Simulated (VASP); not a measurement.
MgO: single point with r2SCAN

MgO:

```
Mg O
1.0
     3.48638    0.00000    0.00000
    -1.74319    3.01929    0.00000
     0.00000    0.00000    4.17804
Mg O
2 2
Direct
  0.66667 0.33333 0.75000
  0.33333 0.66667 0.25000
  0.66667 0.33333 0.25000
  0.33333 0.66667 0.75000
```

```
Program                : VASP 6.6.1
Task                   : single point
Functional             : r2SCAN
Potentials or basis    : VASP PAW PBE potentials, release 64 (Mg, O)
Cutoff                 : 520 eV
k mesh                 : 5 × 5 × 4
Occupations            : gaussian, width 0.01 eV
Spin                   : no spin polarisation
Dipole correction      : no
Further INCAR settings : ALGO = Normal; EDIFF = 1e-06; NBANDS = 16
```

```json
{
  "Pressure": "-0.7 GPa",
  "Band gap on the k mesh": "4.08 eV, direct"
}
```

Stress tensor (GPa, compression positive):
```
-0.75  0.00  0.00
 0.00 -0.75  0.00
 0.00  0.00 -0.59
```

Levels at points of the mesh, in eV from the valence-band top:
| k point | band 4 | band 5 | band 6 | band 7 | band 8 | band 9 | band 10 | band 11 | band 12 | band 13 |
| --- | --- | --- | --- | --- | --- | --- | --- | --- | --- | --- |
| (0.00, 0.00, 0.00) | -1.77 | -1.77 | -0.83 | -0.83 | 0.00 | 4.08 | 10.40 | 13.19 | 13.46 | 13.46 |
| (0.00, 0.00, 0.50) | -2.41 | -1.32 | -1.32 | -1.32 | -1.32 | 7.14 | 7.14 | 13.83 | 13.83 | 13.83 |

Run time: 94 s on 1 thread of Intel Xeon 8259CL, on a shared host, peak memory 0.17 GiB.

Caveat: the PAW data sets were made with another functional, which shifts forces and pressure a little. r2SCAN opens gaps a little over a GGA but as a rule still falls short of measured ones.
